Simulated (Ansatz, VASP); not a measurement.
One calculation of KCl, two programs

Contents of INCAR:

```
ALGO = Normal
EDIFF = 1E-7
ENCUT = 520
GGA = CA
ISIF = 2
ISMEAR = -1
LASPH = True
LCHARG = False
LREAL = False
LWAVE = False
NBANDS = 15
NELM = 100
PREC = Accurate
SIGMA = 0.03
```

The input KPOINTS:

```
k-points
0
Gamma
  7 7 7
```

Contents of POSCAR:

```
KCl
1.0
    0.0000000000      3.1455444028      3.1455444028
    3.1455444028      0.0000000000      3.1455444028
    3.1455444028      3.1455444028      0.0000000000
K Cl
1 1
Direct
    0.0000000000      0.0000000000      0.0000000000
    0.5000000000      0.5000000000      0.5000000000
```

Input for Ansatz:

```yaml
crystal:
  lattice:
    - [0.0, 3.1455444028, 3.1455444028]
    - [3.1455444028, 0.0, 3.1455444028]
    - [3.1455444028, 3.1455444028, 0.0]
  atoms:
    - { symbol: K, position: [0.0, 0.0, 0.0] }
    - { symbol: Cl, position: [0.5, 0.5, 0.5] }
kpoints:
  mp_grid: { grid: [7, 7, 7] }
  band_path:
    path:
      - [0.0, 0.0, 0.0]
      - [0.5, 0.0, 0.5]
      - [0.625, 0.25, 0.625]
      - [0.375, 0.375, 0.75]
      - [0.0, 0.0, 0.0]
      - [0.5, 0.5, 0.5]
      - [0.5, 0.25, 0.75]
      - [0.5, 0.0, 0.5]
    npoints: 5
scf:
  occupations: { method: fermi_dirac, width: 0.03 }
hamiltonian:
  xc: lda
  pseudopotentials: { kind: all_electron, lapw: { basis_error: 0.001 } }
output:
  forces: true
  stress: true
  eigenvalues: true
```

Change from the starting cell: volume scaled by 0.99.

Alike in both runs: task single point; functional LDA; k mesh 7 × 7 × 7; occupations fermi-dirac, width 0.03 eV; no spin polarisation.

|  | VASP | Ansatz |
| --- | --- | --- |
| version | VASP 6.6.1 | Ansatz 0.2.0 |
| potentials or method | VASP PAW LDA potentials, release 64 (K_sv, Cl), cutoff 520 eV | all-electron LAPW, scalar-relativistic |

```tsv
	VASP	Ansatz	Ansatz less VASP
gap on the k mesh at the Fermi level (eV)	4.75	4.75	-0.004
pressure (GPa)	-1.9	-1.9	-0.04
```

LDA's correlation is that of Perdew and Zunger in VASP and of Perdew and Wang (1992) in Ansatz. Ansatz ran all-electron here, and VASP with PAW potentials.
